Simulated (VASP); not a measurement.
# Co in VASP: single point with PBE

Aim: the single point of Co with PBE.

Everything below comes from runs of VASP 6.6.1. Logs are shortened: lines on timing, memory, paths and dates and some standing lists are left out, and cuts for length are marked.

### 1 The cell of the first run

The cell holds a sheet with vacuum, 2 atoms: a = 2.269 Å, b = 2.269 Å, c = 29.498 Å, α = 90.00°, β = 90.00°, γ = 90.00°.

### 2 Single point, PBE, collinear spin, antiferromagnetic start

POSCAR reads:

```
Co
1.0
    2.2692286447      0.0000000000      0.0000000000
    0.0000000000      2.2692286447      0.0000000000
    0.0000000000      0.0000000000     29.4979042800
Co
2
Direct
    0.5000000000      0.5000000000      0.3262934806
    0.5000000000      0.5000000000      0.2500186478
```

INCAR.step1 reads:

```
PREC = Accurate
ENCUT = 520
EDIFF = 1E-7
ISMEAR = 0
SIGMA = 0.1
LREAL = False
LASPH = True
NELM = 150
ALGO = Normal
ISIF = 2
LWAVE = False
LCHARG = True
ISPIN = 2
MAGMOM = 1.58 -1.58
LMAXMIX = 4
LDIPOL = True
IDIPOL = 3
DIPOL = 0.5 0.5 0.288
GGA = PE
NBANDS = 20
```

KPOINTS.step1 reads:

```
Automatic mesh
0
Gamma
  24 24 1
```

INCAR.step2 reads:

```
PREC = Accurate
ENCUT = 520
EDIFF = 1E-7
ISMEAR = -5
SIGMA = 0.1
LREAL = False
LASPH = True
NELM = 150
ALGO = Normal
ISIF = 2
LWAVE = False
LCHARG = False
ISPIN = 2
MAGMOM = 1.58 -1.58
LORBIT = 10
LMAXMIX = 4
LDIPOL = True
IDIPOL = 3
DIPOL = 0.5 0.5 0.288
GGA = PE
NEDOS = 1001
ICHARG = 11
```

KPOINTS.step2 reads:

```
Automatic mesh
0
Gamma
  36 36 1
```

Potentials or basis: VASP PAW PBE potentials, release 64 (Co).

Launch:

```bash
> cat potpaw_PBE.64/Co/POTCAR > POTCAR
> cp INCAR.step1 INCAR
> cp KPOINTS.step1 KPOINTS
> mpirun -np 1 vasp_std > vasp.out
> cp INCAR.step2 INCAR
> cp KPOINTS.step2 KPOINTS
> mpirun -np 1 vasp_std > vasp.out
```

OUTCAR:

```text
PREC = Accurate
   ENCUT = 520
   EDIFF = 1E-7
   ISMEAR = -5
   LREAL = False
   LASPH = True
   NELM = 150
   ISIF = 2
   ISPIN = 2
   LORBIT = 10
   GGA = PE
   ICHARG = 11

 ion  position               nearest neighbor table
   1  0.500  0.500  0.326-   2 2.25
   2  0.500  0.500  0.250-   1 2.25

  LATTYP: Found a simple tetragonal cell.
 ALAT       =     2.2692286447
 C/A-ratio  =    12.9990886326

  Lattice vectors:

 A1 = (   2.2692286447,   0.0000000000,   0.0000000000)
 A2 = (   0.0000000000,   2.2692286447,   0.0000000000)
 A3 = (   0.0000000000,   0.0000000000,  29.4979042800)

Analysis of symmetry for initial positions (statically):
=====================================================================
 Subroutine PRICEL returns:
 Original cell was already a primitive cell.

 Routine SETGRP: Setting up the symmetry group for a
 simple tetragonal supercell.

 Subroutine GETGRP returns: Found 16 space group operations
 (whereof  8 operations were pure point group operations)
 out of a pool of 16 trial point group operations.

The static configuration has the point symmetry C_4v.
 The point group associated with its full space group is D_4h.

Analysis of symmetry for dynamics (positions and initial velocities):
=====================================================================
 Subroutine PRICEL returns:
 Original cell was already a primitive cell.

 Routine SETGRP: Setting up the symmetry group for a
 simple tetragonal supercell.

 Subroutine GETGRP returns: Found 16 space group operations
 (whereof  8 operations were pure point group operations)
 out of a pool of 16 trial point group operations.

The dynamic configuration has the point symmetry C_4v.
 The point group associated with its full space group is D_4h.

Analysis of structural, dynamic, and magnetic symmetry:
=====================================================================
 Subroutine PRICEL returns:
 Original cell was already a primitive cell.

 Routine SETGRP: Setting up the symmetry group for a
 simple tetragonal supercell.

 Subroutine GETGRP returns: Found 16 space group operations
 (whereof  8 operations were pure point group operations)
 out of a pool of 16 trial point group operations.

The overall configuration has the point symmetry C_4v.
 The point group associated with its full space group is D_4h.

 Subroutine INISYM returns: Found 16 space group operations
 (whereof  8 operations are pure point group operations),
 and found     1 'primitive' translations

----------------------------------------------------------------------------------------

                                     Primitive cell

  volume of cell :     151.8965

  direct lattice vectors                    reciprocal lattice vectors
     2.269228645  0.000000000  0.000000000     0.440678379  0.000000000  0.000000000
     0.000000000  2.269228645  0.000000000     0.000000000  0.440678379  0.000000000
     0.000000000  0.000000000 29.497904280     0.000000000  0.000000000  0.033900713

  length of vectors
     2.269228645  2.269228645 29.497904280     0.440678379  0.440678379  0.033900713

  position of ions in fractional coordinates (direct lattice)
     0.500000000  0.500000000  0.326293481
     0.500000000  0.500000000  0.250018648

  ion indices of the primitive-cell ions
   primitive index   ion index
                 1           1
                 2           2

----------------------------------------------------------------------------------------

 KPOINTS: Automatic mesh

Automatic generation of k-mesh.
 Grid dimensions read from file:
 generate k-points for:   36   36    1

 Generating k-lattice:

  Cartesian coordinates                     Fractional coordinates (reciprocal lattice)
     0.012241066  0.000000000  0.000000000     0.027777778  0.000000000  0.000000000
     0.000000000  0.012241066  0.000000000     0.000000000  0.027777778  0.000000000
     0.000000000  0.000000000  0.033900713     0.000000000  0.000000000  1.000000000

  Length of vectors
     0.012241066  0.012241066  0.033900713

[... 48 lines left out ...]
   ICHARG =     11    charge: 1-file 2-atom 10-const
   ISPIN  =      2    spin polarized calculation?
   LNONCOLLINEAR =      F non collinear calculations
   LSORBIT =      F    spin-orbit coupling
   LASPH  =      T    aspherical Exc in radial PAW
   ENCUT  =  520.0 eV  38.22 Ry    6.18 a.u.   4.22  4.22 54.85*2*pi/ulx,y,z
   NELM   =    150;   NELMIN=  2; NELMDL=  0     # of ELM steps
   EDIFF  = 0.1E-06   stopping-criterion for ELM
   LREAL  =      F    real-space projection
   EDIFFG = 0.1E-05   stopping-criterion for IOM
   NSW    =      0    number of steps for IOM
   IBRION =     -1    ionic relax: 0-MD 1-quasi-New 2-CG
   NFREE  =      0    steps in history (QN), initial steepest desc. (CG)
   ISIF   =      2    stress and relaxation
   ISYM   =      2    0-nonsym 1-usesym 2-fastsym
   POTIM  = 0.5000    time-step for ionic-motion
   TEBEG  =    0.0;   TEEND  =   0.0 temperature during run
   PSTRESS=    0.0 pullay stress
   NELECT =      18.0000    total number of electrons
   NUPDOWN=      -1.0000    fix difference up-down
   EMIN   =  10.00;   EMAX   =-10.00  energy-range for DOS
   EFERMI =   0.00;   METHOD = LEGACY
   ISMEAR =    -5;   SIGMA  =   0.10  broadening in eV -4-tet -1-fermi 0-gaus
   EFERMI_NEDOS =   21; number of points for ismear=-14 and -15
   IALGO  =     38    algorithm
   IMIX   =      4    mixing-type and parameters
     AMIX     =   0.40;   BMIX     =  1.00
     AMIX_MAG =   1.60;   BMIX_MAG =  1.00
  volume/ion in A,a.u.               =      75.95       512.52
  Fermi-wavevector in a.u.,A,eV,Ry     =   0.804112  1.519551  8.797470  0.646596
  Thomas-Fermi vector in A             =   1.912107
   LORBIT       =     10    0 simple, 1 ext, 2 COOP (PROOUT), +10 PAW based schemes
   GGA     = PE    functional components
   LHFCALC =     F    Hartree Fock is set to
   AEXX    =    0.0000 exact exchange contribution
   IVDW    =     0    specifies the selected vdW correction
   LEPSILON=     F    determine dielectric tensor
   LRPA    =     F    only Hartree local field effects (RPA)
 spin polarized calculation
 Fermi weights with tetrahedron method with Bloechl corrections
  energy-cutoff  :      520.00
  volume of cell :      151.90
 maximum number of plane-waves:      4146
 NGX is ok and might be reduce to    18

 number of electron      17.9999991 magnetization       0.0000000

 dipolmoment           0.000000      0.000000      0.000035 electrons x Angstroem

 Free energy of the ion-electron system (eV)
  ---------------------------------------------------
  ext. energy  EPLUGINS =         0.00000000
  ---------------------------------------------------
  free energy    TOTEN  =       -11.57103167 eV

  energy without entropy =      -11.57103167  energy(sigma->0) =      -11.57103167

 E-fermi :  -2.5516     XC(G=0):  -2.6100

 val. band max:       -2.5529120397   @ k =   0.2222   0.1389   0.0000
 cond. band min:      -2.5730394890   @ k =   0.4722   0.0000   0.0000
 fundamental gap:     -0.0201274493
 Fermi energy:        -2.5515809309

 spin component 1

 k-point     1 :       0.0000    0.0000    0.0000
  band No.  band energies     occupation
      1     -10.0336      1.00000
      2      -7.7014      1.00000
      3      -6.7367      1.00000
      4      -5.9806      1.00000
      5      -5.7884      1.00000
      6      -3.8494      1.00000
      7      -3.8494      1.00000
      8      -3.8129      1.00000
      9      -3.3880      1.00000
     10      -2.7502      1.00000
     11      -2.1241      0.00000
     12      -2.1241      0.00000
     13      -1.2398      0.00000
[... 356 lines left out ...]
      2      -7.1627      1.00000
      3      -6.4335      1.00000
      4      -5.8294      1.00000
      5      -5.4727      1.00000
      6      -4.6601      1.00000
      7      -3.8403      1.00000
      8      -3.6792      1.00000
      9      -3.6229      1.00000
     10      -2.5498      0.33304
     11      -2.1155      0.00000
     12      -1.5116      0.00000
     13      -1.2730      0.00000

 [... further k-points ...]

 spin component 2

 k-point     1 :       0.0000    0.0000    0.0000
  band No.  band energies     occupation
      1     -10.0336      1.00000
      2      -7.7015      1.00000
      3      -6.7373      1.00000
      4      -5.9807      1.00000
      5      -5.7878      1.00000
      6      -3.8500      1.00000
      7      -3.8500      1.00000
      8      -3.8128      1.00000
      9      -3.3887      1.00000
     10      -2.7501      1.00000
     11      -2.1235      0.00000
     12      -2.1235      0.00000
     13      -1.2391      0.00000
[... 356 lines left out ...]
      2      -7.1628      1.00000
      3      -6.4340      1.00000
      4      -5.8294      1.00000
      5      -5.4721      1.00000
      6      -4.6606      1.00000
      7      -3.8409      1.00000
      8      -3.6787      1.00000
      9      -3.6234      1.00000
     10      -2.5499      0.33688
     11      -2.1149      0.00000
     12      -1.5110      0.00000
     13      -1.2728      0.00000

 [... further k-points ...]

------------------------ aborting loop because EDIFF is reached ----------------------------------------

 vacuum level on the upper side and lower side of the slab       (xc-potential included)        -0.115        -0.114

  FORCE on cell =-STRESS in cart. coord.  units (eV):
  Direction    XX          YY          ZZ          XY          YZ          ZX
  --------------------------------------------------------------------------------------
  -------------------------------------------------------------------------------------
  Total       -0.2222790     -0.2222790     -0.1724506      0.0000000     -0.0000000      0.0000000
  in kB       -2.3445598     -2.3445598     -1.8189792      0.0000000     -0.0000000      0.0000000
  external PRESSURE =      -2.1693663 kB  Pullay stress =       0.0000000 kB

 VOLUME and BASIS-vectors are now :
 -----------------------------------------------------------------------------
  energy-cutoff  :      520.00
  volume of cell :      151.90
      direct lattice vectors                 reciprocal lattice vectors
     2.269228645  0.000000000  0.000000000     0.440678379  0.000000000  0.000000000
     0.000000000  2.269228645  0.000000000     0.000000000  0.440678379  0.000000000
     0.000000000  0.000000000 29.497904280     0.000000000  0.000000000  0.033900713

 POSITION                                       TOTAL-FORCE (eV/Angst)
 -----------------------------------------------------------------------------------
      1.13461      1.13461      9.62497         0.000000      0.000000     -0.032570
      1.13461      1.13461      7.37503         0.000000      0.000000      0.032570
 -----------------------------------------------------------------------------------
    total drift:                                0.000000      0.000000      0.008594

  FREE ENERGIE OF THE ION-ELECTRON SYSTEM (eV)
  ---------------------------------------------------
  free  energy   TOTEN  =       -11.5710316715 eV

  energy  without entropy=      -11.5710316715  energy(sigma->0) =      -11.57103167

 vacuum level on the upper side and lower side of the slab         2.149         2.145

 total charge

# of ion       s       p       d       tot
------------------------------------------
    1        0.505   0.392   7.312   8.209
    2        0.505   0.392   7.312   8.209
--------------------------------------------------
tot          1.011   0.784  14.623  16.418

 magnetization (x)

# of ion       s       p       d       tot
------------------------------------------
    1        0.007  -0.014   1.426   1.418
    2       -0.007   0.014  -1.426  -1.418
--------------------------------------------------
tot          0.000   0.000  -0.000  -0.000
```

Run time: 25 min. Hardware: 1 thread of Oxide Virtual Turin-like, shared host; peak memory 0.68 GiB.

Results:

* Net moment: 0.00 μB per cell
* Site moments: Co +1.42, -1.42 μB
* Valence electrons inside the program's atomic spheres: Co 8.21

Caveat: tetrahedron occupations give inexact forces and stress in metals.
